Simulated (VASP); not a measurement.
The system is Ni.

```xyz
2
Lattice="2.4480 0.0000 0.0000 -1.2240 2.1201 0.0000 0.0000 0.0000 4.0728" Properties=species:S:1:pos:R:3 pbc="T T T"
Ni    1.2240    0.7067    3.0546
Ni    0.0000    1.4134    1.0182
```

This isn't the form of Ni at room conditions, which is fcc.

```yaml
Program: VASP 6.6.1
Task: relaxation of cell and atoms
Functional: BLYP
Dispersion: D4
Potentials_or_basis: VASP PAW PBE potentials, release 64 (Ni)
Cutoff: 600 eV
k_mesh: 12 × 12 × 7
Occupations: fermi-dirac, width 0.05 eV
Spin: collinear spin, ferromagnetic start
Starting_moments: "[1.0, 1.0] μB"
```

At the start: pressure 3.4 GPa; volume 10.57 Å³/atom.

How do energy, volume and symmetry change on relaxing?

Over 6 steps the energy falls by 2.5 meV/atom and the volume is 10.73 Å³/atom (+1.6 %); space group P6_3/mmc (No. 194, to 0.1 Å) before and after; moment 1.23 μB per cell.

The path:
| step | energy change (eV) | largest force (eV/Å) | pressure (GPa) | volume (Å³) |
| --- | --- | --- | --- | --- |
| 1 | 0.0000 | 0.0000 | 3.35 | 21.14 |
| 2 | -0.0016 | 0.0000 | -3.17 | 21.82 |
| 3 | -0.0044 | 0.0000 | -0.36 | 21.51 |
| 4 | -0.0044 | 0.0000 | -0.29 | 21.51 |
| 5 | -0.0050 | 0.0000 | -0.06 | 21.48 |
| 6 | -0.0050 | 0.0000 | 0.06 | 21.47 |

Final structure:
```
CELL_PARAMETERS angstrom
2.47140 0.00000 0.00000
-1.23570 2.14029 0.00000
0.00000 0.00000 4.05856
ATOMIC_POSITIONS crystal
Ni 0.66667 0.33333 0.75000
Ni 0.33333 0.66667 0.25000
```

Caveat: the PAW data sets were made with another functional, which shifts forces and pressure a little.
